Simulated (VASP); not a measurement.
Set up this calculation in VASP 6.6.1, as the native input.

```yaml
Task: single point
Functional: PBEsol
Potentials_or_basis: VASP PAW PBE potentials, release 64 (Ba_sv, S)
Cutoff: 500 eV
k_mesh: 8 × 8 × 8
Occupations: gaussian, width 0.02 eV
Spin: no spin polarisation
Dipole_correction: no
Further_INCAR_settings: ALGO = Normal; EDIFF = 1e-06; NBANDS = 15
```

The structure of BaS lies in POSCAR:

```
BaS
1.0
    0.0000000000      3.1659352558      3.1659352558
    3.1659352558      0.0000000000      3.1659352558
    3.1659352558      3.1659352558      0.0000000000
Ba S
1 1
Direct
    0.0000000000      0.0000000000      0.0000000000
    0.5000000000      0.5000000000      0.5000000000
```

The input as run:

INCAR

```
PREC = Accurate ; ENCUT = 500
EDIFF = 1E-6 ; ISMEAR = 0
SIGMA = 0.02 ; LREAL = False
LASPH = True ; NELM = 120
ALGO = Normal ; ISIF = 2
LWAVE = False ; LCHARG = False
GGA = PS ; NBANDS = 15
GGA_COMPAT = False
```

KPOINTS

```
regular mesh
0
Gamma
  8 8 8
```

Potentials or basis: VASP PAW PBE potentials, release 64 (Ba_sv, S).

Run with:

```bash
$ cat potpaw_PBE.64/Ba_sv/POTCAR potpaw_PBE.64/S/POTCAR > POTCAR
$ mpirun -np 1 vasp_std > vasp.out
```

It gave:

```json
{"Pressure": "0.7 GPa", "Band gap on the k mesh": "1.93 eV, indirect (least direct gap 2.06 eV)"}
```

Caveat: the PAW data sets were made with another functional, which shifts forces and pressure a little; spin-orbit coupling is left out, which moves the levels of the heavy elements.

It took 25 s on 1 thread of AMD EPYC 7R13 Processor (Zen 3), on a shared host, peak memory 0.18 GiB.
